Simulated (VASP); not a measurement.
CoO, 4 atoms in the cell. The structure is hexagonal, space group P6_3/mmc (No. 194). Conventional cell: a = 2.773 Å, b = 2.773 Å, c = 4.994 Å, α = 90.00°, β = 90.00°, γ = 120.00°. Co (site symmetry -3m) has 6 O at 2.03 Å and 8 Co at 2.50 to 2.77 Å within 2.8 Å. Within 2.8 Å of O (site symmetry -6m2) lie 6 Co at 2.03 Å and 6 O at 2.77 Å. 

```yaml
Program: VASP 6.6.1
Task: single point
Functional: PBEsol
Potentials_or_basis: VASP PAW PBE potentials, release 64 (Co, O)
Cutoff: 520 eV
k_mesh: 18 × 18 × 10
Occupations: gaussian, width 0.1 eV
Spin: collinear spin, ferromagnetic start
Starting_moments: "[3.0, 3.0, 0.0, 0.0] μB"
Dipole_correction: no
Further_INCAR_settings: ALGO = Normal; EDIFF = 1e-07; NBANDS = 27
```

Potentials or basis: VASP PAW PBE potentials, release 64 (Co, O).

Command:

```sh
$ cat potpaw_PBE.64/Co/POTCAR potpaw_PBE.64/O/POTCAR > POTCAR
$ mpirun -np 1 vasp_std > vasp.out
```

Hardware: 1 thread of Intel(R) Xeon(R) 6975P-C (Granite Rapids) (shared host).

Task: How long does it take, and how much memory?

Result: It took 3.6 min on 1 thread of Intel(R) Xeon(R) 6975P-C (Granite Rapids), with other jobs on the host, peak memory 0.39 GiB. Counts: scf iterations 18, k points 222.
